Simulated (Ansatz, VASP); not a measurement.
One calculation of VCuSe2, two programs

```xyz
4
Lattice="1.6805 0.9702 6.8280 -1.6805 0.9702 6.8280 0.0000 -1.9405 6.8280" Properties=species:S:1:pos:R:3 pbc="T T T"
Cu    0.0000    0.0000    0.0000
V     0.0000    0.0000   10.2419
Se    0.0000    0.0000    5.0458
Se    0.0000    0.0000   15.4381
```

Alike in both runs: functional PBE; k mesh 12 × 12 × 12; occupations gaussian, width 0.1 eV; no spin polarisation.

Ansatz relaxed the structure, and its values are those at the end. VASP's run is a single point on that final structure, the one shown.

|  | VASP | Ansatz |
| --- | --- | --- |
| version | VASP 6.6.1 | Ansatz 0.2.0 |
| potentials or method | VASP PAW PBE potentials, release 64 (Cu, V_sv, Se), cutoff 520 eV | scalar-relativistic, plane waves, PAW |
| valence electrons in the cell | 36 | 64 |

|  | VASP | Ansatz | Ansatz less VASP |
| --- | --- | --- | --- |
| gap on the k mesh at the Fermi level (eV) | none | none | - |
| pressure (GPa) | 0.2 | 0.0 | -0.19 |

A gap of «none» marks a metal or a gap that the smearing closes. The functional is the same, so the differences come from potentials, cutoffs and numerics. VASP's potentials hold 36 valence electrons a cell and Ansatz's 64, so a difference there can come from the potentials and not from the codes.
